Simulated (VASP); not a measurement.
# Si2Mo (I4/mmm) in VASP: single point with PBE

Aim: the single point of Si2Mo with PBE.

All numbers are computed with VASP 6.6.1; they aren't measurements. Logs are shortened: lines on timing, memory, paths and dates and some standing lists are left out, and cuts for length are marked.

### 1 The cell of the first run

The structure is tetragonal, space group I4/mmm (No. 139). The conventional cell has a = 3.305 Å, b = 3.305 Å, c = 7.992 Å, α = 90.00°, β = 90.00°, γ = 90.00°. Within 3.4 Å of Si (site symmetry 4mm) lie 5 Mo at 2.59 to 2.73 Å and 9 Si at 2.62 to 3.31 Å. Mo (site symmetry 4/mmm) has 10 Si at 2.59 to 2.73 Å and 4 Mo at 3.31 Å within 3.4 Å.

### 2 Single point, PBE (W replaced by Mo, lengths x 0.988, strained)

The input, INCAR:

```
SYSTEM = Si2Mo
  ALGO = Normal
  EDIFF = 1E-6
  ENCUT = 520
  GGA = PE
  ISIF = 2
  ISMEAR = 0
  LASPH = .True.
  LCHARG = .False.
  LREAL = .False.
  LWAVE = .False.
  NBANDS = 18
  NELM = 80
  PREC = Accurate
  SIGMA = 0.1
```

The input, KPOINTS:

```
k-points
0
Gamma
  18 18 18
  0 0 0
```

The input, POSCAR:

```
Si2Mo
1.0
   -1.6525338500      1.6525338500      3.9958002500
    1.6525338500     -1.6525338500      3.9958002500
    1.6525338500      1.6525338500     -3.9958002500
Si Mo
2 1
Direct
    0.3236745314      0.3236745314      0.0000000000
    0.6763254686      0.6763254686      0.0000000000
    0.0000000000      0.0000000000      0.0000000000
```

Potentials or basis: VASP PAW PBE potentials, release 64 (Si, Mo_sv).

Started as:

```sh
$ cat potpaw_PBE.64/Si/POTCAR potpaw_PBE.64/Mo_sv/POTCAR > POTCAR
$ mpirun -np 1 vasp_std > vasp.out
```

OUTCAR:

```text
SYSTEM = Si2Mo
   EDIFF = 1E-6
   ENCUT = 520
   GGA = PE
   ISIF = 2
   ISMEAR = 0
   LASPH = .True.
   LREAL = .False.
   NELM = 80
   PREC = Accurate

 ion  position               nearest neighbor table
   1  0.324  0.324  0.000-   3 2.59   2 2.62   2 2.62   2 2.62   2 2.62   3 2.73   3 2.73   3 2.73
                             3 2.73   2 2.82
   2  0.676  0.676  0.000-   3 2.59   1 2.62   1 2.62   1 2.62   1 2.62   3 2.73   3 2.73   3 2.73
                             3 2.73   1 2.82
   3  0.000  0.000  0.000-   1 2.59   2 2.59   1 2.73   2 2.73   2 2.73   2 2.73   2 2.73   1 2.73
                             1 2.73   1 2.73

  LATTYP: Found a body centered tetragonal cell.
 ALAT       =     3.3050677000
 C/A-ratio  =     2.4179839039

  Lattice vectors:

 A1 = (  -1.6525338500,   1.6525338500,   3.9958002500)
 A2 = (   1.6525338500,  -1.6525338500,   3.9958002500)
 A3 = (   1.6525338500,   1.6525338500,  -3.9958002500)

Analysis of symmetry for initial positions (statically):
=====================================================================
 Subroutine PRICEL returns:
 Original cell was already a primitive cell.

 Routine SETGRP: Setting up the symmetry group for a
 body centered tetragonal supercell.

 Subroutine GETGRP returns: Found 16 space group operations
 (whereof 16 operations were pure point group operations)
 out of a pool of 16 trial point group operations.

The static configuration has the point symmetry D_4h.

Analysis of symmetry for dynamics (positions and initial velocities):
=====================================================================
 Subroutine PRICEL returns:
 Original cell was already a primitive cell.

 Routine SETGRP: Setting up the symmetry group for a
 body centered tetragonal supercell.

 Subroutine GETGRP returns: Found 16 space group operations
 (whereof 16 operations were pure point group operations)
 out of a pool of 16 trial point group operations.

The dynamic configuration has the point symmetry D_4h.

 Subroutine INISYM returns: Found 16 space group operations
 (whereof 16 operations are pure point group operations),
 and found     1 'primitive' translations

----------------------------------------------------------------------------------------

                                     Primitive cell

  volume of cell :      43.6480

  direct lattice vectors                    reciprocal lattice vectors
    -1.652533850  1.652533850  3.995800250     0.000000000  0.302565663  0.125131380
     1.652533850 -1.652533850  3.995800250     0.302565663  0.000000000  0.125131380
     1.652533850  1.652533850 -3.995800250     0.302565663  0.302565663  0.000000000

  length of vectors
     4.629055615  4.629055615  4.629055615     0.327419979  0.327419979  0.427892464

  position of ions in fractional coordinates (direct lattice)
     0.323674531  0.323674531  0.000000000
     0.676325469  0.676325469  0.000000000
     0.000000000  0.000000000  0.000000000

  ion indices of the primitive-cell ions
   primitive index   ion index
                 1           1
                 2           2
                 3           3

----------------------------------------------------------------------------------------

 KPOINTS: k-points

Automatic generation of k-mesh.
 Grid dimensions read from file:
 generate k-points for:   18   18   18

 Generating k-lattice:

  Cartesian coordinates                     Fractional coordinates (reciprocal lattice)
     0.000000000  0.016809204  0.006951743     0.055555556 -0.000000000  0.000000000
     0.016809204  0.000000000  0.006951743    -0.000000000  0.055555556  0.000000000
     0.016809204  0.016809204  0.000000000     0.000000000  0.000000000  0.055555556

  Length of vectors
     0.018189999  0.018189999  0.023771804

  Shift w.r.t. Gamma in fractional coordinates (k-lattice)
     0.000000000  0.000000000  0.000000000

 Subroutine IBZKPT returns following result:
 ===========================================

 Found    480 irreducible k-points:

 Following reciprocal coordinates:
            Coordinates               Weight
  0.000000  0.000000  0.000000      1.000000
  0.055556 -0.000000  0.000000      8.000000
  0.111111 -0.000000  0.000000      8.000000
  0.166667 -0.000000  0.000000      8.000000
  0.222222 -0.000000  0.000000      8.000000
  0.277778  0.000000 -0.000000      8.000000
[... 16 lines left out ...]
 -0.277778  0.055556  0.000000     16.000000
 -0.222222  0.055556 -0.000000     16.000000
 [... further k-points ...]
   k-points           NKPTS =    480   k-points in BZ     NKDIM =    480   number of bands    NBANDS=     18
   number of dos      NEDOS =    301   number of ions     NIONS =      3
   total plane-waves  NPLWV =  46656
   dimension x,y,z NGX =    36 NGY =   36 NGZ =   36
   dimension x,y,z NGXF=    72 NGYF=   72 NGZF=   72
   ions per type =               2   1
   NGX,Y,Z   is equivalent  to a cutoff of  12.93, 12.93, 12.93 a.u.
   NGXF,Y,Z  is equivalent  to a cutoff of  25.86, 25.86, 25.86 a.u.
 SYSTEM =  Si2Mo
   PREC   = accura    normal or accurate (medium, high low for compatibility)
   ISTART =      0    job   : 0-new  1-cont  2-samecut
   ICHARG =      2    charge: 1-file 2-atom 10-const
   ISPIN  =      1    spin polarized calculation?
   LNONCOLLINEAR =      F non collinear calculations
   LSORBIT =      F    spin-orbit coupling
   LASPH  =      T    aspherical Exc in radial PAW
   ENCUT  =  520.0 eV  38.22 Ry    6.18 a.u.   8.61  8.61  8.61*2*pi/ulx,y,z
   NELM   =     80;   NELMIN=  2; NELMDL= -5     # of ELM steps
   EDIFF  = 0.1E-05   stopping-criterion for ELM
   LREAL  =      F    real-space projection
   EDIFFG = 0.1E-04   stopping-criterion for IOM
   NSW    =      0    number of steps for IOM
   IBRION =     -1    ionic relax: 0-MD 1-quasi-New 2-CG
   NFREE  =      0    steps in history (QN), initial steepest desc. (CG)
   ISIF   =      2    stress and relaxation
   ISYM   =      2    0-nonsym 1-usesym 2-fastsym
   POTIM  = 0.5000    time-step for ionic-motion
   TEBEG  =    0.0;   TEEND  =   0.0 temperature during run
   PSTRESS=    0.0 pullay stress
   NELECT =      22.0000    total number of electrons
   NUPDOWN=      -1.0000    fix difference up-down
   EMIN   =  10.00;   EMAX   =-10.00  energy-range for DOS
   EFERMI =   0.00;   METHOD = LEGACY
   ISMEAR =     0;   SIGMA  =   0.10  broadening in eV -4-tet -1-fermi 0-gaus
   EFERMI_NEDOS =   21; number of points for ismear=-14 and -15
   IALGO  =     38    algorithm
   IMIX   =      4    mixing-type and parameters
     AMIX     =   0.40;   BMIX     =  1.00
     AMIX_MAG =   1.60;   BMIX_MAG =  1.00
  volume/ion in A,a.u.               =      14.55        98.18
  Fermi-wavevector in a.u.,A,eV,Ry     =   1.302849  2.462028 23.094755  1.697417
  Thomas-Fermi vector in A             =   2.433890
   LORBIT       =      0    0 simple, 1 ext, 2 COOP (PROOUT), +10 PAW based schemes
   GGA     = PE    functional components
   LHFCALC =     F    Hartree Fock is set to
   AEXX    =    0.0000 exact exchange contribution
   IVDW    =     0    specifies the selected vdW correction
   LEPSILON=     F    determine dielectric tensor
   LRPA    =     F    only Hartree local field effects (RPA)
 non-spin polarized calculation
 Gauss-broadening in eV      SIGMA  =   0.10
  energy-cutoff  :      520.00
  volume of cell :       43.65
 maximum number of plane-waves:      1195
   NGX = 17   NGY = 17   NGZ = 17

 number of electron      22.0000000 magnetization

 Free energy of the ion-electron system (eV)
  ---------------------------------------------------
  ext. energy  EPLUGINS =         0.00000000
  ---------------------------------------------------
  free energy    TOTEN  =       -23.00049943 eV

  energy without entropy =      -22.99826893  energy(sigma->0) =      -22.99938418

 E-fermi :  11.0673     XC(G=0): -12.0455

 val. band max:       11.0657782133   @ k =  -0.3889  -0.3889   0.3333
 cond. band min:      11.0765534658   @ k =  -0.0556   0.0556   0.0556
 fundamental gap:      0.0107752525
 Fermi energy:        11.0673130521

 k-point     1 :       0.0000    0.0000    0.0000
  band No.  band energies     occupation
      1     -49.7716      2.00000
      2     -23.9216      2.00000
      3     -23.8024      2.00000
      4     -23.8024      2.00000
      5      -1.8698      2.00000
      6       5.5428      2.00000
[... 10 lines left out ...]
     17      15.4423      0.00000
     18      15.4423      0.00000

 k-point     2 :       0.0556   -0.0000    0.0000
  band No.  band energies     occupation
      1     -49.7712      2.00000
      2     -23.9212      2.00000
      3     -23.8077      2.00000
      4     -23.8020      2.00000
      5      -1.8188      2.00000
      6       5.5332      2.00000
[... 10 lines left out ...]
     17      15.5785      0.00000
     18      15.7965      0.00000

 k-point     3 :       0.1111   -0.0000    0.0000
  band No.  band energies     occupation
      1     -49.7702      2.00000
      2     -23.9202      2.00000
      3     -23.8227      2.00000
      4     -23.8006      2.00000
      5      -1.6668      2.00000
      6       5.4870      2.00000
[... 10 lines left out ...]
     17      16.0213      0.00000
     18      16.5479      0.00000

 k-point     4 :       0.1667   -0.0000    0.0000
  band No.  band energies     occupation
      1     -49.7687      2.00000
      2     -23.9187      2.00000
      3     -23.8456      2.00000
      4     -23.7986      2.00000
      5      -1.4168      2.00000
      6       5.3391      2.00000
[... 375 lines left out ...]
      4     -23.7958      2.00000
      5      -0.1639      2.00000
      6       3.9376      2.00000
[... 10 lines left out ...]
     17      17.3807      0.00000
     18      19.1191      0.00000

 k-point    23 :      -0.2778    0.0556    0.0000
  band No.  band energies     occupation
      1     -49.7646      2.00000
      2     -23.9139      2.00000
      3     -23.9022      2.00000
      4     -23.7984      2.00000
      5      -0.6624      2.00000
      6       4.6117      2.00000
[... 10 lines left out ...]
     17      17.3937      0.00000
     18      18.6616      0.00000

 k-point    24 :      -0.2222    0.0556   -0.0000
  band No.  band energies     occupation
      1     -49.7666      2.00000
      2     -23.9157      2.00000
      3     -23.8729      2.00000
      4     -23.8011      2.00000
      5      -1.0806      2.00000
      6       5.2133      2.00000
[... 10 lines left out ...]
     17      16.9990      0.00000
     18      18.6737      0.00000

 [... further k-points ...]

------------------------ aborting loop because EDIFF is reached ----------------------------------------

  FORCE on cell =-STRESS in cart. coord.  units (eV):
  Direction    XX          YY          ZZ          XY          YZ          ZX
  --------------------------------------------------------------------------------------
  -------------------------------------------------------------------------------------
  Total       -3.5152145     -3.5152145     -2.7760640      0.0000000      0.0000000      0.0000000
  in kB     -129.0321458   -129.0321458   -101.9003240      0.0000000      0.0000000      0.0000000
  external PRESSURE =    -119.9882052 kB  Pullay stress =       0.0000000 kB

 VOLUME and BASIS-vectors are now :
 -----------------------------------------------------------------------------
  energy-cutoff  :      520.00
  volume of cell :       43.65
      direct lattice vectors                 reciprocal lattice vectors
    -1.652533850  1.652533850  3.995800250     0.000000000  0.302565663  0.125131380
     1.652533850 -1.652533850  3.995800250     0.302565663  0.000000000  0.125131380
     1.652533850  1.652533850 -3.995800250     0.302565663  0.302565663  0.000000000

 POSITION                                       TOTAL-FORCE (eV/Angst)
 -----------------------------------------------------------------------------------
      0.00000      0.00000      2.58668         0.000000      0.000000      1.421587
      0.00000      0.00000      5.40492         0.000000      0.000000     -1.421587
      0.00000      0.00000      0.00000        -0.000000     -0.000000      0.000000
 -----------------------------------------------------------------------------------
    total drift:                                0.000000     -0.000000     -0.000000

  FREE ENERGIE OF THE ION-ELECTRON SYSTEM (eV)
  ---------------------------------------------------
  free  energy   TOTEN  =       -23.0004994298 eV

  energy  without entropy=      -22.9982689256  energy(sigma->0) =      -22.99938418
```

It took 2.7 min on 1 thread of Intel Xeon 6975P-C (Granite Rapids), shared host; peak memory 0.47 GiB.

What came out:

| Item | Value |
| --- | --- |
| Free energy | -23.0005 eV |
| Pressure | -12.0 GPa |
| Largest force | 1.422 eV/Å |
| Band gap on the k mesh | zero (bands 11 and 12 overlap by 1.12 eV) |

Forces on the atoms (eV/Å):
```
Si   0.000  0.000  1.422
Si   0.000  0.000 -1.422
Mo   0.000  0.000  0.000
```

Stress tensor (GPa, compression positive):
```
-12.90   0.00   0.00
  0.00 -12.90   0.00
  0.00   0.00 -10.19
```

Levels at points of the mesh, in eV from the Fermi level:
| k point | band 7 | band 8 | band 9 | band 10 | band 11 | band 12 | band 13 | band 14 | band 15 | band 16 |
| --- | --- | --- | --- | --- | --- | --- | --- | --- | --- | --- |
| (0.00, 0.00, 0.00) | -3.34 | -2.68 | -2.68 | -2.44 | 0.48 | 2.18 | 3.07 | 3.79 | 3.82 | 3.82 |
| (0.50, 0.00, 0.00) | -4.29 | -4.00 | -2.43 | -2.09 | -0.48 | 1.99 | 2.45 | 3.45 | 4.51 | 5.22 |
| (0.50, 0.50, 0.00) | -5.58 | -5.56 | -4.37 | -2.58 | -0.72 | 2.04 | 2.38 | 2.52 | 2.95 | 4.73 |
| (0.50, 0.50, 0.50) | -2.94 | -2.50 | -0.85 | -0.85 | -0.48 | -0.48 | 0.61 | 4.39 | 4.49 | 5.48 |

Caveat: the cell differs from its parent crystal (W replaced by Mo, lengths x 0.988, strained); the cell stands under tension; forces of over 1 eV/Å act on the atoms, so gaps and moduli don't describe the material at rest.
